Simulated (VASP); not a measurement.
# TaAs (I4_1md) in VASP: further runs

TaAs is run at these levels: PBE; tasks: single point.

Everything below comes from runs of VASP 6.6.1. Logs are shortened: lines on timing, memory, paths and dates and some standing lists are left out, and cuts for length are marked.

## 1. The cell of the first run

Symmetry: I4_1md, No. 109, tetragonal system. The conventional cell has a = 3.530 Å, b = 3.530 Å, c = 11.977 Å, α = 90.00°, β = 90.00°, γ = 90.00°. Within 3.6 Å of Ta (site symmetry 2mm) lie 6 As at 2.67 to 2.68 Å and 8 Ta at 3.48 to 3.53 Å. As (site symmetry 2mm) has 6 Ta at 2.67 to 2.68 Å and 8 As at 3.48 to 3.53 Å within 3.6 Å.

## 2. Single point, PBE (18.65 Å³/atom)

File INCAR:

```
PREC = Accurate
ENCUT = 510
EDIFF = 1E-6
ISMEAR = -1
SIGMA = 0.02
LREAL = False
LASPH = True
NELM = 120
ALGO = Normal
ISIF = 2
LWAVE = False
LCHARG = True
GGA = PE
LELF = True
LVHAR = True
NBANDS = 36
GGA_COMPAT = False
```

File KPOINTS:

```
Automatic mesh
0
Gamma
  8 8 8
```

File POSCAR:

```
TaAs
1.0
   -1.7648128974      1.7648128974      5.9884637986
    1.7648128974     -1.7648128974      5.9884637986
    1.7648128974      1.7648128974     -5.9884637986
Ta As
2 2
Direct
    0.5001644894      1.0001644894      0.5000000000
    0.7501644894      0.7501644894      0.0000000000
    0.0824349306      0.5824349306      0.5000000000
    0.3324349306      0.3324349306      0.0000000000
```

Potentials or basis: VASP PAW PBE potentials, release 64 (Ta_sv_GW, As_d).

The run is started by

```console
cat potpaw_PBE.64/Ta_sv_GW/POTCAR potpaw_PBE.64/As_d/POTCAR > POTCAR
mpirun -np 1 vasp_std > vasp.out
```

OUTCAR:

```text
PREC = Accurate
   ENCUT = 510
   EDIFF = 1E-6
   ISMEAR = -1
   LREAL = False
   LASPH = True
   NELM = 120
   ISIF = 2
   GGA = PE

 ion  position               nearest neighbor table
   1  0.500  0.000  0.500-   4 2.67   4 2.67   3 2.68   3 2.68   3 2.68   3 2.68
   2  0.750  0.750  0.000-   3 2.67   3 2.67   4 2.68   4 2.68   4 2.68   4 2.68
   3  0.082  0.582  0.500-   2 2.67   2 2.67   1 2.68   1 2.68   1 2.68   1 2.68
   4  0.332  0.332  0.000-   1 2.67   1 2.67   2 2.68   2 2.68   2 2.68   2 2.68

  LATTYP: Found a body centered tetragonal cell.
 ALAT       =     3.5296257948
 C/A-ratio  =     3.3932570458

  Lattice vectors:

 A1 = (  -1.7648128974,   1.7648128974,   5.9884637986)
 A2 = (   1.7648128974,  -1.7648128974,   5.9884637986)
 A3 = (   1.7648128974,   1.7648128974,  -5.9884637986)

Analysis of symmetry for initial positions (statically):
=====================================================================
 Subroutine PRICEL returns:
 Original cell was already a primitive cell.

 Routine SETGRP: Setting up the symmetry group for a
 body centered tetragonal supercell.

 Subroutine GETGRP returns: Found  8 space group operations
 (whereof  4 operations were pure point group operations)
 out of a pool of 16 trial point group operations.

The static configuration has the point symmetry C_2v.
 The point group associated with its full space group is C_4v.

Analysis of symmetry for dynamics (positions and initial velocities):
=====================================================================
 Subroutine PRICEL returns:
 Original cell was already a primitive cell.

 Routine SETGRP: Setting up the symmetry group for a
 body centered tetragonal supercell.

 Subroutine GETGRP returns: Found  8 space group operations
 (whereof  4 operations were pure point group operations)
 out of a pool of 16 trial point group operations.

The dynamic configuration has the point symmetry C_2v.
 The point group associated with its full space group is C_4v.

 Subroutine INISYM returns: Found  8 space group operations
 (whereof  4 operations are pure point group operations),
 and found     1 'primitive' translations

----------------------------------------------------------------------------------------

                                     Primitive cell

  volume of cell :      74.6058

  direct lattice vectors                    reciprocal lattice vectors
    -1.764812897  1.764812897  5.988463799     0.000000000  0.283316153  0.083493867
     1.764812897 -1.764812897  5.988463799     0.283316153  0.000000000  0.083493867
     1.764812897  1.764812897 -5.988463799     0.283316153  0.283316153  0.000000000

  length of vectors
     6.487744430  6.487744430  6.487744430     0.295362943  0.295362943  0.400669545

  position of ions in fractional coordinates (direct lattice)
     0.500164489  0.000164489  0.500000000
     0.750164489  0.750164489  0.000000000
     0.082434931  0.582434931  0.500000000
     0.332434931  0.332434931  0.000000000

  ion indices of the primitive-cell ions
   primitive index   ion index
                 1           1
                 2           2
                 3           3
                 4           4

----------------------------------------------------------------------------------------

 KPOINTS: Automatic mesh

Automatic generation of k-mesh.
 Grid dimensions read from file:
 generate k-points for:    8    8    8

 Generating k-lattice:

  Cartesian coordinates                     Fractional coordinates (reciprocal lattice)
     0.000000000  0.035414519  0.010436733     0.125000000  0.000000000 -0.000000000
     0.035414519  0.000000000  0.010436733     0.000000000  0.125000000 -0.000000000
     0.035414519  0.035414519  0.000000000     0.000000000  0.000000000  0.125000000

  Length of vectors
     0.036920368  0.036920368  0.050083693

  Shift w.r.t. Gamma in fractional coordinates (k-lattice)
     0.000000000  0.000000000  0.000000000

 Subroutine IBZKPT returns following result:
 ===========================================

 Found     59 irreducible k-points:

 Following reciprocal coordinates:
            Coordinates               Weight
  0.000000  0.000000  0.000000      1.000000
  0.125000  0.000000  0.000000      8.000000
  0.250000  0.000000  0.000000      8.000000
  0.375000  0.000000 -0.000000      8.000000
  0.500000  0.000000  0.000000      4.000000
  0.125000  0.125000  0.000000      8.000000
[... 16 lines left out ...]
  0.250000  0.125000  0.125000     16.000000
  0.375000  0.125000  0.125000      8.000000
 [... further k-points ...]
   k-points           NKPTS =     59   k-points in BZ     NKDIM =     59   number of bands    NBANDS=     36
   number of dos      NEDOS =    301   number of ions     NIONS =      4
   total plane-waves  NPLWV = 110592
   dimension x,y,z NGX =    48 NGY =   48 NGZ =   48
   dimension x,y,z NGXF=    96 NGYF=   96 NGZF=   96
   ions per type =               2   2
   NGX,Y,Z   is equivalent  to a cutoff of  12.30, 12.30, 12.30 a.u.
   NGXF,Y,Z  is equivalent  to a cutoff of  24.60, 24.60, 24.60 a.u.
 SYSTEM =  unknown system
   PREC   = accura    normal or accurate (medium, high low for compatibility)
   ISTART =      0    job   : 0-new  1-cont  2-samecut
   ICHARG =      2    charge: 1-file 2-atom 10-const
   ISPIN  =      1    spin polarized calculation?
   LNONCOLLINEAR =      F non collinear calculations
   LSORBIT =      F    spin-orbit coupling
   LASPH  =      T    aspherical Exc in radial PAW
   ENCUT  =  510.0 eV  37.48 Ry    6.12 a.u.  11.95 11.95 11.95*2*pi/ulx,y,z
   NELM   =    120;   NELMIN=  2; NELMDL= -5     # of ELM steps
   EDIFF  = 0.1E-05   stopping-criterion for ELM
   LREAL  =      F    real-space projection
[... 7 lines left out ...]
   TEBEG  =    0.0;   TEEND  =   0.0 temperature during run
   PSTRESS=    0.0 pullay stress
   NELECT =      56.0000    total number of electrons
   NUPDOWN=      -1.0000    fix difference up-down
   EMIN   =  10.00;   EMAX   =-10.00  energy-range for DOS
   EFERMI =   0.00;   METHOD = LEGACY
   ISMEAR =    -1;   SIGMA  =   0.02  broadening in eV -4-tet -1-fermi 0-gaus
   EFERMI_NEDOS =   21; number of points for ismear=-14 and -15
   IALGO  =     38    algorithm
   IMIX   =      4    mixing-type and parameters
     AMIX     =   0.40;   BMIX     =  1.00
     AMIX_MAG =   1.60;   BMIX_MAG =  1.00
  volume/ion in A,a.u.               =      18.65       125.87
  Fermi-wavevector in a.u.,A,eV,Ry     =   1.487807  2.811547 30.117442  2.213570
  Thomas-Fermi vector in A             =   2.600921
   LORBIT       =      0    0 simple, 1 ext, 2 COOP (PROOUT), +10 PAW based schemes
   GGA     = PE    functional components
   LHFCALC =     F    Hartree Fock is set to
   AEXX    =    0.0000 exact exchange contribution
   IVDW    =     0    specifies the selected vdW correction
   LEPSILON=     F    determine dielectric tensor
   LRPA    =     F    only Hartree local field effects (RPA)
 non-spin polarized calculation
  energy-cutoff  :      510.00
  volume of cell :       74.61
 maximum number of plane-waves:      1994
   NGX = 23   NGY = 23   NGZ = 23

 number of electron      56.0000003 magnetization

 Free energy of the ion-electron system (eV)
  ---------------------------------------------------
  ext. energy  EPLUGINS =         0.00000000
  ---------------------------------------------------
  free energy    TOTEN  =       -40.00131112 eV

  energy without entropy =      -39.99949320  energy(sigma->0) =      -40.00040216

 E-fermi :   7.8103     XC(G=0): -12.1719

 val. band max:        7.7986882761   @ k =  -0.2500   0.2500   0.2500
 cond. band min:       7.8260836669   @ k =  -0.1250   0.5000   0.1250
 fundamental gap:      0.0273953909
 Fermi energy:         7.8103304249

 k-point     1 :       0.0000    0.0000    0.0000
  band No.  band energies     occupation
      1     -60.8598      2.00000
      2     -60.8528      2.00000
      3     -27.9218      2.00000
      4     -27.9218      2.00000
      5     -27.8944      2.00000
      6     -27.8872      2.00000
[... 28 lines left out ...]
     35      11.5282      0.00000
     36      11.5673      0.00000

 k-point     2 :       0.1250    0.0000    0.0000
  band No.  band energies     occupation
      1     -60.8592      2.00000
      2     -60.8526      2.00000
      3     -27.9256      2.00000
      4     -27.9233      2.00000
      5     -27.8933      2.00000
      6     -27.8880      2.00000
[... 28 lines left out ...]
     35      11.3135      0.00000
     36      12.1444      0.00000

 k-point     3 :       0.2500    0.0000    0.0000
  band No.  band energies     occupation
      1     -60.8576      2.00000
      2     -60.8521      2.00000
      3     -27.9343      2.00000
      4     -27.9237      2.00000
      5     -27.9002      2.00000
      6     -27.8926      2.00000
[... 28 lines left out ...]
     35      11.8263      0.00000
     36      13.3236      0.00000

 k-point     4 :       0.3750    0.0000   -0.0000
  band No.  band energies     occupation
      1     -60.8559      2.00000
      2     -60.8517      2.00000
      3     -27.9423      2.00000
      4     -27.9191      2.00000
      5     -27.9124      2.00000
      6     -27.8973      2.00000
[... 28 lines left out ...]
     35      12.0597      0.00000
     36      13.5083      0.00000

 k-point     5 :       0.5000    0.0000    0.0000
  band No.  band energies     occupation
      1     -60.8551      2.00000
      2     -60.8517      2.00000
      3     -27.9452      2.00000
      4     -27.9176      2.00000
      5     -27.9129      2.00000
      6     -27.9038      2.00000
[... 655 lines left out ...]
 k-point    22 :       0.1250    0.1250    0.1250
  band No.  band energies     occupation
      1     -60.8557      2.00000
      2     -60.8512      2.00000
      3     -27.9396      2.00000
      4     -27.9206      2.00000
      5     -27.9071      2.00000
      6     -27.9051      2.00000
[... 28 lines left out ...]
     35      11.6067      0.00000
     36      13.0403      0.00000

 k-point    23 :       0.2500    0.1250    0.1250
  band No.  band energies     occupation
      1     -60.8540      2.00000
      2     -60.8508      2.00000
      3     -27.9457      2.00000
      4     -27.9243      2.00000
      5     -27.9120      2.00000
      6     -27.9066      2.00000
[... 28 lines left out ...]
     35      11.9824      0.00000
     36      12.8505      0.00000

 k-point    24 :       0.3750    0.1250    0.1250
  band No.  band energies     occupation
      1     -60.8532      2.00000
      2     -60.8508      2.00000
      3     -27.9495      2.00000
      4     -27.9255      2.00000
      5     -27.9139      2.00000
      6     -27.9047      2.00000
[... 28 lines left out ...]
     35      12.0309      0.00000
     36      12.4643      0.00000

 [... further k-points ...]

------------------------ aborting loop because EDIFF is reached ----------------------------------------

  FORCE on cell =-STRESS in cart. coord.  units (eV):
  Direction    XX          YY          ZZ          XY          YZ          ZX
  --------------------------------------------------------------------------------------
  -------------------------------------------------------------------------------------
  Total       -4.5496748     -4.5496748     -3.9359294      0.0000000      0.0000000      0.0000000
  in kB      -97.7053136    -97.7053136    -84.5249902      0.0000000      0.0000000      0.0000000
  external PRESSURE =     -93.3118725 kB  Pullay stress =       0.0000000 kB

 VOLUME and BASIS-vectors are now :
 -----------------------------------------------------------------------------
  energy-cutoff  :      510.00
  volume of cell :       74.61
      direct lattice vectors                 reciprocal lattice vectors
    -1.764812897  1.764812897  5.988463799     0.000000000  0.283316153  0.083493867
     1.764812897 -1.764812897  5.988463799     0.283316153  0.000000000  0.083493867
     1.764812897  1.764812897 -5.988463799     0.283316153  0.283316153  0.000000000

 POSITION                                       TOTAL-FORCE (eV/Angst)
 -----------------------------------------------------------------------------------
      0.00000      1.76481      0.00197        -0.000000      0.000000     -0.028351
      0.00000      0.00000      8.98467         0.000000     -0.000000     -0.028351
      1.76481      0.00000      0.98732        -0.000000      0.000000      0.028351
      0.00000      0.00000      3.98155         0.000000     -0.000000      0.028351
 -----------------------------------------------------------------------------------
    total drift:                               -0.000001     -0.000001     -0.000617

  FREE ENERGIE OF THE ION-ELECTRON SYSTEM (eV)
  ---------------------------------------------------
  free  energy   TOTEN  =       -40.0013111218 eV

  energy  without entropy=      -39.9994932018  energy(sigma->0) =      -40.00040216
```

Wall time 7.3 min (1 thread of Intel Xeon Platinum 8259CL at 2.50GHz (Skylake/Cascade Lake), shared host); peak memory 0.41 GiB.

Results:

```
Free energy            : -40.0013 eV
Pressure               : -9.3 GPa
Largest force          : 0.028 eV/Å
Band gap on the k mesh : zero (bands 28 and 29 overlap by 0.03 eV)
```

Forces on the atoms (eV/Å):
```
Ta   0.000  0.000 -0.028
Ta   0.000  0.000 -0.028
As   0.000  0.000  0.028
As   0.000  0.000  0.028
```

Stress tensor (GPa, compression positive):
```
-9.77  0.00  0.00
 0.00 -9.77  0.00
 0.00  0.00 -8.45
```

Caveat: the cell stands under tension; spin-orbit coupling is left out, which moves the levels of the heavy elements.

[end of part 1 of 2]

The gap in the log of VASP goes by the Fermi energy; the results here count the filled bands.